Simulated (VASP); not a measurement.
Runs of VASP 6.6.1 on TaN. The structure is that of space group Fm-3m (No. 225), or close to it. The cells are those of the table. 

```csv
cell,gap on the mesh (eV),pressure (GPa)
"a = 3.072, b = 3.072, c = 3.001 Å, angles 60.8, 60.8, 58.5°, 2 atoms",none,21.5
"a = 3.071, b = 3.071, c = 3.094 Å, angles 59.8, 59.8, 60.5°, 2 atoms",none,6.9
"a = 3.071, b = 3.071, c = 3.048 Å, angles 60.3, 60.3, 59.5°, 2 atoms",none,(b)
"a = 3.095, b = 3.095, c = 3.001 Å, angles 61.0, 61.0, 58.0°, 2 atoms",none,16.6
"a = 3.048, b = 3.048, c = 3.094 Å, angles 59.5, 59.5, 61.0°, 2 atoms",none,(a)
"a = 3.094, b = 3.094, c = 3.048 Å, angles 60.5, 60.5, 59.0°, 2 atoms",none,7.6
```

Alike in all rows: task single point; level PBEsol; potentials or basis VASP PAW PBE potentials, release 64 (Ta_pv, N); no spin polarisation; k mesh 24 × 24 × 24; cutoff (eV) 520; smearing gaussian 0.15 eV.

**Question.** Estimate the missing entries.

**Answer.** (a) 13.7; (b) 12.9.

Caveats: the cell stands under pressure; the PAW data sets were made with another functional, which shifts forces and pressure a little; spin-orbit coupling is left out, which moves the levels of the heavy elements.

A k mesh can miss the band edges, and the runs leave out spin-orbit coupling on Ta.

A gap of «none» marks levels without a gap at the run's occupations.
